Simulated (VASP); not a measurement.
A run of VASP 6.6.1 is set up as follows.

INCAR

```
SYSTEM = BaZrO3
PREC = Accurate
ENCUT = 520
EDIFF = 1E-7
ISMEAR = 0
SIGMA = 0.02
LREAL = .False.
LASPH = .True.
NELM = 60
ALGO = Normal
ISIF = 2
LWAVE = .False.
LCHARG = .True.
GGA = PS
LELF = .True.
LVHAR = .True.
NBANDS = 28
```

File KPOINTS:

```
regular mesh
0
Gamma
  6 6 6
  0 0 0
```

The input POSCAR:

```
BaZrO3
1.0
    4.0452685311      0.0000000000      0.0000000000
    0.0000000000      4.0452685311      0.0000000000
    0.0000000000      0.0000000000      4.0452685311
Ba Zr O
1 1 3
Direct
    0.0000000000      0.0000000000      0.0000000000
    0.5000000000      0.5000000000      0.5000000000
    0.5000000000      0.0000000000      0.5000000000
    0.5000000000      0.5000000000      0.0000000000
    0.0000000000      0.5000000000      0.5000000000
```

Potentials or basis: VASP PAW PBE potentials, release 64 (Ba_sv, Zr_sv, O).

Command:

```bash
$ cat potpaw_PBE.64/Ba_sv/POTCAR potpaw_PBE.64/Zr_sv/POTCAR potpaw_PBE.64/O/POTCAR > POTCAR
$ mpirun -np 1 vasp_std > vasp.out
```

Question: Predict the band gap on the k mesh.

Answer: 3.30 eV, indirect (least direct gap 3.36 eV).

Question: What does it give for the pressure?

Answer: 21.8 GPa.

Caveat: the PAW data sets were made with another functional, which shifts forces and pressure a little; spin-orbit coupling is left out, which moves the levels of the heavy elements. A k mesh can miss the band edges.
